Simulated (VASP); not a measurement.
Wanted: the native input for a VASP 6.6.1 run.

```yaml
Task: relaxation of shape and atoms at fixed volume
Functional: r2SCAN
Potentials_or_basis: VASP PAW PBE potentials, release 64 (Cu)
Cutoff: 600 eV
k_mesh: 18 × 18 × 10
Occupations: gaussian, width 0.05 eV
Spin: no spin polarisation
Dipole_correction: no
Further_INCAR_settings: ALGO = Normal; EDIFF = 1e-06; IBRION = 2; EDIFFG = -0.02; NSW = 60; ISIF = 4
```

The system is Cu.

```
Cu
1.0
     2.57625    0.00000    0.00000
    -1.28812    2.23110    0.00000
     0.00000    0.00000    4.16762
Cu
2
Cartesian
  0.0000 1.4874 3.1257
  1.2881 0.7437 1.0419
```

The input as run:

POSCAR

```
Cu
1.0
    2.5762479879      0.0000000000      0.0000000000
   -1.2881239940      2.2310962040      0.0000000000
    0.0000000000      0.0000000000      4.1676247930
Cu
2
Direct
    0.3333333333      0.6666666667      0.7500000000
    0.6666666667      0.3333333333      0.2500000000
```

INCAR.step1

```
SYSTEM = Cu
  PREC = Accurate
  ENCUT = 600
  ISMEAR = 0
  SIGMA = 0.05
  LREAL = .False.
  LASPH = .True.
  NELM = 100
  GGA = PE
  ALGO = Normal
  EDIFF = 1E-4
  LWAVE = .True.
  LCHARG = .False.
```

INCAR.step2

```
SYSTEM = Cu
  PREC = Accurate
  ENCUT = 600
  EDIFF = 1E-6
  ISMEAR = 0
  SIGMA = 0.05
  LREAL = .False.
  LASPH = .True.
  NELM = 100
  ALGO = Normal
  ISIF = 4
  LWAVE = .False.
  LCHARG = .False.
  METAGGA = R2SCAN
  LMIXTAU = .True.
  IBRION = 2
  NSW = 60
  EDIFFG = -0.02
  ISTART = 1
```

KPOINTS

```
Automatic mesh
0
Gamma
  18 18 10
  0 0 0
```

Potentials or basis: VASP PAW PBE potentials, release 64 (Cu).

The run is started by

```sh
$ cat potpaw_PBE.64/Cu/POTCAR > POTCAR
$ cp INCAR.step1 INCAR
$ mpirun -np 1 vasp_std > vasp.out
$ cp INCAR.step2 INCAR
$ mpirun -np 1 vasp_std > vasp.out
```

Results of the run:

```json
{"Energy gained by relaxing": "0.2 meV/atom", "Ionic steps": "3", "Pressure after relaxing": "-5.8 GPa", "Band gap on the k mesh": "zero (band 11 reaches 11.40 eV, above the bottom of band 12 at 5.19 eV)"}
```

Caveat: the PAW data sets were made with another functional, which shifts forces and pressure a little.

Wall time 4.6 min on 1 thread of Intel(R) Xeon(R) 6975P-C (Granite Rapids), on a shared host, peak memory 0.22 GiB.
